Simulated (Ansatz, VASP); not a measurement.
## One calculation of B3As2, two programs

INCAR

```
  ALGO = Normal
  EDIFF = 1E-6
  EDIFFG = -0.04
  ENCUT = 600
  GGA = PE
  IBRION = 2
  ISIF = 3
  ISMEAR = 0
  LASPH = True
  LCHARG = False
  LREAL = False
  LWAVE = False
  NELM = 100
  NSW = 90
  PREC = Accurate
  SIGMA = 0.1
```

Contents of KPOINTS:

```
k-points
0
Gamma
  6 6 6
```

The input POSCAR:

```
B3As2
1.0
    1.5678799774      0.9052159270      7.2679190111
   -1.5678799774      0.9052159270      7.2679190111
    0.0000000000     -1.8104318540      7.2679190111
B As
3 2
Direct
    0.0000000000      0.0000000000      0.0000000000
    0.2095000000      0.2095000000      0.2095000000
    0.7905000000      0.7905000000      0.7905000000
    0.4000000000      0.4000000000      0.4000000000
    0.6000000000      0.6000000000      0.6000000000
```

Input for Ansatz:

```yaml
crystal:
  lattice:
    - [1.5678799774, 0.905215927, 7.2679190111]
    - [-1.5678799774, 0.905215927, 7.2679190111]
    - [0.0, -1.810431854, 7.2679190111]
  atoms:
    - { symbol: B, position: [0.0, 0.0, 0.0] }
    - { symbol: B, position: [0.2095, 0.2095, 0.2095] }
    - { symbol: B, position: [0.7905, 0.7905, 0.7905] }
    - { symbol: As, position: [0.4, 0.4, 0.4] }
    - { symbol: As, position: [0.6, 0.6, 0.6] }
basis:
  ecutwfc: 420
kpoints:
  mp_grid: { grid: [6, 6, 6] }
hamiltonian:
  xc: pbe
scf:
  occupations: { method: gaussian, width: 0.1 }
  lower_state_search: "off"
output:
  forces: true
  stress: true
  eigenvalues: true
relax:
  adjacent_minimum: "off"
  f_tol: 0.04
  max_steps: 70
  cell: { stress_tol: 0.4 }
```

Alike in both runs: task relaxation of cell and atoms; functional PBE; k mesh 6 × 6 × 6; occupations gaussian, width 0.1 eV; no spin polarisation.

```csv
,VASP,Ansatz
version,VASP 6.6.1,Ansatz 0.2.0
potentials or method,"VASP PAW PBE potentials, release 64 (B, As), cutoff 600 eV","scalar-relativistic, plane waves, PAW"
valence electrons in the cell,19,39
```

|  | VASP | Ansatz | Ansatz less VASP |
| --- | --- | --- | --- |
| gap on the k mesh at the Fermi level, each at its own relaxed structure (eV) | none | none | - |
| relaxed volume (Å³/atom) | 11.52 | 11.47 | -0.046 |
| relaxed cell length with the largest relative difference (Å) | 7.062 | 7.038 | -0.0239 |

A gap of «none» marks a metal or a gap that the smearing closes. VASP's potentials hold 19 valence electrons a cell and Ansatz's 39, so a difference there can come from the potentials and not from the codes.

The k mesh is coarse, so the values compare programs but aren't converged.
